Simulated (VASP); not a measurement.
Input of a VASP 6.6.1 run:

The input INCAR:

```
SYSTEM = TiC
PREC = Accurate ; ENCUT = 520
EDIFF = 1E-6 ; ISMEAR = -1
SIGMA = 0.05 ; LREAL = .False.
LASPH = .True. ; NELM = 80
ALGO = Normal ; ISIF = 2
LWAVE = .False. ; LCHARG = .True.
GGA = B5 ; ALDAX = 1.0
AGGAX = 1.0 ; AGGAC = 1.0
ALDAC = 0.0 ; LELF = .True.
LVHAR = .True. ; NBANDS = 15
```

The input KPOINTS:

```
regular mesh
0
Gamma
  11 11 11
  0 0 0
```

POSCAR

```
TiC
1.0
    0.0000000000      2.1899902822      2.1899902822
    2.1899902822      0.0000000000      2.1899902822
    2.1899902822      2.1899902822      0.0000000000
Ti C
1 1
Direct
    0.0000000000      0.0000000000      0.0000000000
    0.5000000000      0.5000000000      0.5000000000
```

Potentials or basis: VASP PAW PBE potentials, release 64 (Ti_sv, C).

The run is started by

```bash
$ cat potpaw_PBE.64/Ti_sv/POTCAR potpaw_PBE.64/C/POTCAR > POTCAR
$ mpirun -np 1 vasp_std > vasp.out
```

Task: Predict the pressure.

Result: 0.5 GPa.

Task: What does it give for the band gap on the k mesh?

Result: Zero (band 8 reaches 10.12 eV, above the bottom of band 9 at 9.05 eV).

Caveat: the PAW data sets were made with another functional, which shifts forces and pressure a little.
